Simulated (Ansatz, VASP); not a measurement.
## SnTe: VASP beside Ansatz

```
CELL_PARAMETERS angstrom
3.89182 0.00000 0.00000
0.00000 3.89182 0.00000
0.00000 0.00000 3.89182
ATOMIC_POSITIONS crystal
Sn 0.00000 0.00000 0.00000
Te 0.50000 0.50000 0.50000
```

Alike in both runs: task single point; functional PBE; k mesh 4 × 4 × 4; occupations fermi-dirac, width 0.02 eV; collinear spin.

|  | VASP | Ansatz |
| --- | --- | --- |
| version | VASP 6.6.1 | Ansatz 0.2.0 |
| potentials or method | VASP PAW PBE potentials, release 64 (Sn_d, Te) | plane waves |
| plane-wave cutoff (eV) | 500 | 420 |
| valence electrons in the cell | 20 | 30 |

Ansatz gave:

```
gap on the k mesh at the Fermi level (eV)                     : none
pressure (GPa)                                                : 0.1
net moment per atom (μB)                                      : 0.13
size of the moment on the site where the two differ most (μB) : 0.15
```

Q: Which values does VASP return?

A: gap on the k mesh at the Fermi level (eV): none; pressure (GPa): 0.1; net moment per atom (μB): 0.13; size of the moment on the site where the two differ most (μB): 0.11.

Site moments also hang on the region over which each program counts them. A gap of «none» marks a metal or a gap that the smearing closes. With one functional, cell and mesh, what is left measures potentials, basis and numerics. VASP's potentials hold 20 valence electrons a cell and Ansatz's 30, so a difference there can come from the potentials and not from the codes. Ansatz's warnings: moment headroom below auto.

The k mesh is coarse, so the values compare programs but aren't converged. Neither program's run includes spin-orbit coupling.
